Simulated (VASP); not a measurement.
A run of VASP 6.6.1:

Contents of INCAR:

```
SYSTEM = Mg
  ALGO = Normal
  DIPOL = 0.5 0.5 0.500
  EDIFF = 1E-6
  ENCUT = 520
  GGA = CA
  IDIPOL = 3
  ISIF = 2
  ISMEAR = -1
  LASPH = .TRUE.
  LCHARG = .TRUE.
  LDIPOL = .TRUE.
  LELF = .TRUE.
  LREAL = .FALSE.
  LVACPOTAV = .TRUE.
  LVHAR = .TRUE.
  LWAVE = .FALSE.
  NBANDS = 7
  NELM = 100
  PREC = Accurate
  SIGMA = 0.1
```

The input KPOINTS:

```
k-points
0
G
  13 13 1
  0 0 0
```

POSCAR

```
Mg
1.0
    3.1367078615      0.0000000000      0.0000000000
   -1.5683539307      2.7164686923      0.0000000000
    0.0000000000      0.0000000000     16.0000000000
Mg
1
Direct
    0.0000000000      0.0000000000      0.5000000000
```

Potentials or basis: VASP PAW LDA potentials, release 64 (Mg).

Launch:

```bash
$ cat potpaw_LDA.64/Mg/POTCAR > POTCAR
$ mpirun -np 1 vasp_std > vasp.out
```

Hardware: 1 thread of Intel Xeon 8259CL (shared host).

Problem. How long does it take, and how much memory?

Solution. It took 30 s on 1 thread of Intel Xeon 8259CL (shared host), peak memory 0.19 GiB. Counts: scf iterations 16, k points 21.
